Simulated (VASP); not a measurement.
**Hf: single point with PBEsol**

The system is Hf.

```
Hf
1.0
     0.00000    2.20881    2.20881
     2.20881    0.00000    2.20881
     2.20881    2.20881    0.00000
Hf
1
Cartesian
  0.0000 0.0000 0.0000
```

```json
{"Program": "VASP 6.6.1", "Task": "single point", "Functional": "PBEsol", "Potentials or basis": "VASP PAW PBE potentials, release 64 (Hf_pv)", "Cutoff": "520 eV", "k mesh": "10 × 10 × 10", "Occupations": "fermi-dirac, width 0.05 eV", "Spin": "no spin polarisation"}
```

| Property | Result |
| --- | --- |
| Pressure | -0.4 GPa |
| Band gap on the k mesh | zero (band 5 reaches 6.25 eV, above the bottom of band 6 at 4.44 eV) |

Levels at points of the mesh, in eV from the Fermi level:
| k point | band 1 | band 2 | band 3 | band 4 | band 5 | band 6 | band 7 | band 8 | band 9 | band 10 |
| --- | --- | --- | --- | --- | --- | --- | --- | --- | --- | --- |
| (0.00, 0.00, 0.00) | -29.83 | -29.83 | -29.83 | -7.35 | 1.40 | 1.40 | 1.40 | 4.32 | 4.32 | 11.49 |
| (0.50, 0.00, 0.00) | -30.76 | -29.95 | -29.95 | -3.76 | 0.72 | 1.16 | 1.16 | 6.56 | 6.56 | 9.83 |
| (0.50, 0.50, 0.00) | -30.70 | -30.16 | -30.16 | -3.43 | -2.27 | 2.74 | 6.57 | 7.23 | 7.23 | 10.21 |

Wall time 13 s on 1 thread of Intel Xeon 8259CL, on a shared host, peak memory 0.14 GiB.

Caveat: the PAW data sets were made with another functional, which shifts forces and pressure a little; spin-orbit coupling is left out, which moves the levels of the heavy elements.
